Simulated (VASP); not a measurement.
# HfO2 (P-1) in VASP: single point with PBE+D3(BJ)

Aim: the single point of HfO2 with PBE+D3(BJ).

All numbers are computed with VASP 6.6.1; they aren't measurements. Logs are shortened: lines on timing, memory, paths and dates and some standing lists are left out, and cuts for length are marked.

## Step 1: The cell of the first run

The typed cell holds 3 atoms: a = 3.703 Å, b = 3.652 Å, c = 3.700 Å, α = 57.79°, β = 57.76°, γ = 57.37°.

## Step 2: Single point, PBE+D3(BJ), non-collinear spin, zero start, spin-orbit coupling (the cell strained at random)

Contents of INCAR:

```
ALGO = Normal
EDIFF = 1E-6
ENCUT = 520
GGA = PE
GGA_COMPAT = False
ISIF = 2
ISMEAR = -1
IVDW = 12
LASPH = True
LCHARG = False
LMAXMIX = 4
LORBIT = 11
LORBMOM = True
LREAL = False
LSORBIT = True
LWAVE = False
MAGMOM = 0 0 0 0 0 0 0 0 0
NBANDS = 35
NELM = 150
PREC = Accurate
SIGMA = 0.025
```

Contents of KPOINTS:

```
k-points
0
Gamma
  7 7 7
```

Contents of POSCAR:

```
HfO2
1.0
    0.0861280000      2.6190630000      2.6163900000
    2.5723500000      0.1124170000      2.5901000000
    2.6051800000      2.6256040000      0.0795870000
Hf O
1 2
Direct
    0.0000000000      0.0000000000      0.0000000000
    0.7500000000      0.7500000000      0.7500000000
    0.2500000000      0.2500000000      0.2500000000
```

Potentials or basis: VASP PAW PBE potentials, release 64 (Hf_pv, O).

Run with:

```console
cat potpaw_PBE.64/Hf_pv/POTCAR potpaw_PBE.64/O/POTCAR > POTCAR
mpirun -np 1 vasp_ncl > vasp.out
```

OUTCAR:

```text
EDIFF = 1E-6
   ENCUT = 520
   GGA = PE
   ISIF = 2
   ISMEAR = -1
   IVDW = 12
   LASPH = True
   LORBIT = 11
   LREAL = False
   LSORBIT = True
   NELM = 150
   PREC = Accurate
 IVDW          = 12

 ion  position               nearest neighbor table
   1  0.000  0.000  0.000-   2 2.17   3 2.17   2 2.20   3 2.20   2 2.20   3 2.20   3 2.30   2 2.30

   2  0.750  0.750  0.750-   1 2.17   1 2.20   1 2.20   1 2.30
   3  0.250  0.250  0.250-   1 2.17   1 2.20   1 2.20   1 2.30

  Warning from LATTYP: Got some problem with cell dimensions!
  Tried to take original basis but could not verify dimensions!
  LATTYP: Found a triclinic cell.
 ALAT       =     6.1146724824
 B/A-ratio  =     0.5809705349
 C/A-ratio  =     0.6055968762
 COS(alpha) =     0.0012574545
 COS(beta)  =     0.2842518795
 COS(gamma) =     0.8641873751

  Lattice vectors:

 A1 = (   2.4533920000,  -5.0198330000,   2.4842230000)
 A2 = (  -0.0328300000,  -2.5131870000,   2.5105130000)
 A3 = (  -0.0861280000,  -2.6190630000,  -2.6163900000)

Analysis of symmetry for initial positions (statically):
=====================================================================
 Subroutine PRICEL returns:
 Original cell was already a primitive cell.

 Routine SETGRP: Setting up the symmetry group for a
 triclinic supercell.

 Subroutine GETGRP returns: Found  2 space group operations
 (whereof  2 operations were pure point group operations)
 out of a pool of  2 trial point group operations.

The static configuration has the point symmetry S_2 .

Analysis of symmetry for dynamics (positions and initial velocities):
=====================================================================
 Subroutine PRICEL returns:
 Original cell was already a primitive cell.

 Routine SETGRP: Setting up the symmetry group for a
 triclinic supercell.

 Subroutine GETGRP returns: Found  2 space group operations
 (whereof  2 operations were pure point group operations)
 out of a pool of  2 trial point group operations.

The dynamic configuration has the point symmetry S_2 .

Analysis of structural, dynamic, and magnetic symmetry:
=====================================================================
 Subroutine PRICEL returns:
 Original cell was already a primitive cell.

 Routine SETGRP: Setting up the symmetry group for a
 triclinic supercell.

 Subroutine GETGRP returns: Found  2 space group operations
 (whereof  2 operations were pure point group operations)
 out of a pool of  2 trial point group operations.

The overall configuration has the point symmetry S_2 .

 Subroutine INISYM returns: Found  2 space group operations
 (whereof  2 operations are pure point group operations),
 and found     1 'primitive' translations

----------------------------------------------------------------------------------------

                                     Primitive cell

  volume of cell :      33.4562

  direct lattice vectors                    reciprocal lattice vectors
     0.086128000  2.619063000  2.616390000    -0.203000490  0.195567527  0.193121191
     2.572350000  0.112417000  2.590100000     0.199100788 -0.203529009  0.197182815
     2.605180000  2.625604000  0.079587000     0.193970134  0.194498655 -0.201082595

  length of vectors
     3.703026554  3.652155544  3.699607180     0.341689407  0.346332562  0.340423780

  position of ions in fractional coordinates (direct lattice)
     0.000000000  0.000000000  0.000000000
     0.750000000  0.750000000  0.750000000
     0.250000000  0.250000000  0.250000000

  ion indices of the primitive-cell ions
   primitive index   ion index
                 1           1
                 2           2
                 3           3

----------------------------------------------------------------------------------------

[... 104 lines left out ...]

 number of electron      22.0000000 magnetization       0.0000000      0.0000000      0.0000000

 number of electron      21.9999995 magnetization       0.0000002     -0.0000001      0.0000003

 number of electron      21.9999995 magnetization      -0.0000002      0.0000001     -0.0000003

 Free energy of the ion-electron system (eV)
  ---------------------------------------------------
  ext. energy  EPLUGINS =         0.00000000
  ---------------------------------------------------
  free energy    TOTEN  =       -30.82387650 eV

  energy without entropy =      -30.82387650  energy(sigma->0) =      -30.82387650

 E-fermi :   4.5663     XC(G=0): -11.6981

 val. band max:        4.0020880824   @ k =  -0.0000  -0.4286   0.4286
 cond. band min:       7.8157130154   @ k =   0.0000   0.0000   0.0000
 fundamental gap:      3.8136249330
 Fermi energy:         4.5663051675

 k-point     1 :       0.0000    0.0000    0.0000
  band No.  band energies     occupation
      1     -30.5792      1.00000
      2     -30.5792      1.00000
      3     -23.5568      1.00000
      4     -23.5568      1.00000
      5     -23.5262      1.00000
      6     -23.5262      1.00000
[... 877 lines left out ...]
     33      15.6165      0.00000
     34      15.6165      0.00000

 [... further k-points ...]

 [bands above 34 left out]

------------------------ aborting loop because EDIFF is reached ----------------------------------------

 Edisp (eV)   -0.69897

 E8    (eV) :    -0.3051

  FORCE on cell =-STRESS in cart. coord.  units (eV):
  Direction    XX          YY          ZZ          XY          YZ          ZX
  --------------------------------------------------------------------------------------
  -------------------------------------------------------------------------------------
  Total      -1.31330    -2.04732    -1.96598    -0.69279    -0.59867    -0.17322
  in kB     -62.89226   -98.04361   -94.14823   -33.17692   -28.66959    -8.29542
  external pressure =      -85.03 kB  Pullay stress =        0.00 kB

 VOLUME and BASIS-vectors are now :
 -----------------------------------------------------------------------------
  energy-cutoff  :      520.00
  volume of cell :       33.46
      direct lattice vectors                 reciprocal lattice vectors
     0.086128000  2.619063000  2.616390000    -0.203000490  0.195567527  0.193121191
     2.572350000  0.112417000  2.590100000     0.199100788 -0.203529009  0.197182815
     2.605180000  2.625604000  0.079587000     0.193970134  0.194498655 -0.201082595

 POSITION                                       TOTAL-FORCE (eV/Angst)
 -----------------------------------------------------------------------------------
      0.00000      0.00000      0.00000        -0.000000     -0.000000      0.000000
      3.94774      4.01781      3.96456         0.199410      0.037036      0.226202
      1.31591      1.33927      1.32152        -0.199410     -0.037036     -0.226202
 -----------------------------------------------------------------------------------
    total drift:                                0.000000      0.000000      0.000000

  FREE ENERGIE OF THE ION-ELECTRON SYSTEM (eV)
  ---------------------------------------------------
  free  energy   TOTEN  =       -31.5228461036 eV

  energy  without entropy=      -31.5228461036  energy(sigma->0) =      -31.52284610

 orbital moment (x)

 # of ion     p       d       tot
 ----------------------------------------
  1         0.000  -0.000   0.000
  2         0.000   0.000   0.000
  3         0.000   0.000   0.000
 ----------------------------------------
            0.000  -0.000   0.000

 orbital moment (y)

 # of ion     p       d       tot
 ----------------------------------------
  1         0.000   0.000   0.000
  2         0.000   0.000   0.000
  3         0.000   0.000   0.000
 ----------------------------------------
            0.000   0.000   0.000

 orbital moment (z)

 # of ion     p       d       tot
 ----------------------------------------
  1         0.000  -0.000  -0.000
  2        -0.000   0.000  -0.000
  3        -0.000   0.000  -0.000
 ----------------------------------------
           -0.000  -0.000  -0.000

 Spin-Orbit-Coupling matrix elements

 Ion:    1  E_soc:     -1.2353413
 l=   1
     0.0000000    -0.2020945    -0.2021765
    -0.2020945     0.0000000    -0.2021343
    -0.2021765    -0.2021343     0.0000000
 l=   2
     0.0000000    -0.0009173     0.0000000    -0.0009181    -0.0028366
    -0.0009173     0.0000000    -0.0021240    -0.0009187    -0.0007078
     0.0000000    -0.0021240     0.0000000    -0.0021318     0.0000000
    -0.0009181    -0.0009187    -0.0021318     0.0000000    -0.0007110
    -0.0028366    -0.0007078     0.0000000    -0.0007110     0.0000000
 l=   3
     0.0000000     0.0000000     0.0000000     0.0000000     0.0000000     0.0000000     0.0000000
     0.0000000     0.0000000     0.0000000     0.0000000     0.0000000     0.0000000     0.0000000
     0.0000000     0.0000000     0.0000000     0.0000000     0.0000000     0.0000000     0.0000000
     0.0000000     0.0000000     0.0000000     0.0000000     0.0000000     0.0000000     0.0000000
[... 29 lines left out ...]
 l=   2
     0.0000000     0.0000000     0.0000000     0.0000000     0.0000000
     0.0000000     0.0000000     0.0000000     0.0000000     0.0000000
     0.0000000     0.0000000     0.0000000     0.0000000     0.0000000
     0.0000000     0.0000000     0.0000000     0.0000000     0.0000000
     0.0000000     0.0000000     0.0000000     0.0000000     0.0000000
 l=   3
     0.0000000     0.0000000     0.0000000     0.0000000     0.0000000     0.0000000     0.0000000
     0.0000000     0.0000000     0.0000000     0.0000000     0.0000000     0.0000000     0.0000000
     0.0000000     0.0000000     0.0000000     0.0000000     0.0000000     0.0000000     0.0000000
     0.0000000     0.0000000     0.0000000     0.0000000     0.0000000     0.0000000     0.0000000
     0.0000000     0.0000000     0.0000000     0.0000000     0.0000000     0.0000000     0.0000000
     0.0000000     0.0000000     0.0000000     0.0000000     0.0000000     0.0000000     0.0000000
     0.0000000     0.0000000     0.0000000     0.0000000     0.0000000     0.0000000     0.0000000

 total charge

# of ion       s       p       d       tot
------------------------------------------
    1        0.287   6.598   1.335   8.220
    2        1.561   3.537   0.000   5.097
    3        1.561   3.537   0.000   5.097
--------------------------------------------------
tot          3.408  13.671   1.335  18.414

 magnetization (x)

# of ion       s       p       d       tot
------------------------------------------
    1        0.000   0.000   0.000   0.000
    2       -0.000  -0.000   0.000  -0.000
    3       -0.000  -0.000   0.000  -0.000
--------------------------------------------------
tot          0.000  -0.000   0.000   0.000

 magnetization (y)

# of ion       s       p       d       tot
------------------------------------------
    1       -0.000  -0.000  -0.000  -0.000
    2        0.000   0.000   0.000   0.000
    3        0.000   0.000   0.000   0.000
--------------------------------------------------
tot         -0.000   0.000  -0.000  -0.000

 magnetization (z)

# of ion       s       p       d       tot
------------------------------------------
    1        0.000   0.000   0.000   0.000
    2       -0.000  -0.000   0.000  -0.000
    3       -0.000  -0.000   0.000  -0.000
--------------------------------------------------
tot          0.000  -0.000   0.000   0.000
```

It took 5.2 min on 1 thread of Intel Xeon 6975P-C (Granite Rapids), shared host; peak memory 0.45 GiB.

What came out:

```
Free energy                                           : -31.5228 eV
Pressure                                              : -8.5 GPa
Largest force                                         : 0.304 eV/Å
Net moment                                            : 0.00 μB per cell
Valence electrons inside the program's atomic spheres : Hf 8.22; O 5.10
Dispersion energy per atom                            : -0.233 eV
```

Forces in eV/Å, atoms in the order of the input:
```
Hf   0.000  0.000  0.000
O    0.199  0.037  0.226
O   -0.199 -0.037 -0.226
```

Moments on the atoms (μB; x, y, z):
```
Hf  0.00 0.00 0.00
O   0.00 0.00 0.00
O   0.00 0.00 0.00
```

Caveat: the cell differs from its parent crystal (the cell strained at random); the cell stands under tension.
